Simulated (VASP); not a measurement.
Input of a VASP 6.6.1 run:

INCAR

```
SYSTEM = AlN
  PREC = Accurate
  ENCUT = 520
  EDIFF = 1E-7
  ISMEAR = 0
  SIGMA = 0.05
  LREAL = .FALSE.
  LASPH = .TRUE.
  NELM = 100
  ALGO = Normal
  ISIF = 2
  LWAVE = .FALSE.
  LCHARG = .FALSE.
  GGA = PE
  NBANDS = 26
```

The input KPOINTS:

```
regular mesh
0
G
  6 6 6
  0 0 0
```

Contents of POSCAR:

```
AlN
1.0
    4.4025164325      0.0000000000      0.0000000000
    0.0000000000     -4.4025164325      0.0000000000
    0.0000000000      0.0000000000     -4.4025164325
Al N
4 4
Direct
   -0.0607121785     -0.1144799816     -0.0607121785
    0.5000000000      0.5000000000      0.0000000000
    0.5000000000      0.0000000000      0.5000000000
    0.0000000000      0.5000000000      0.5000000000
    0.7500000000      0.7500000000      0.7500000000
    0.2500000000      0.2500000000      0.7500000000
    0.2500000000      0.7500000000      0.2500000000
    0.7500000000      0.2500000000      0.2500000000
```

Potentials or basis: VASP PAW PBE potentials, release 64 (Al, N).

Command:

```bash
$ cat potpaw_PBE.64/Al/POTCAR potpaw_PBE.64/N/POTCAR > POTCAR
$ mpirun -np 1 vasp_std > vasp.out
```

**Question.** Estimate the band gap on the k mesh.

**Answer.** 1.44 eV, indirect (least direct gap 1.57 eV).

**Question.** Estimate the pressure.

**Answer.** 25.0 GPa.

**Question.** Predict the largest force.

**Answer.** 39.549 eV/Å.

Stress tensor (GPa, compression positive):
```
 31.74 -23.36 -31.01
-23.36  11.40  23.36
-31.01  23.36  31.74
```

Caveat: the cell differs from its parent crystal (atom 1 (Al) moved by -0.378 Å along [1 1 0] and +0.504 Å along [0 0 1]); forces of over 1 eV/Å act on the atoms, so gaps and moduli don't describe the material at rest. A k mesh can miss the band edges.
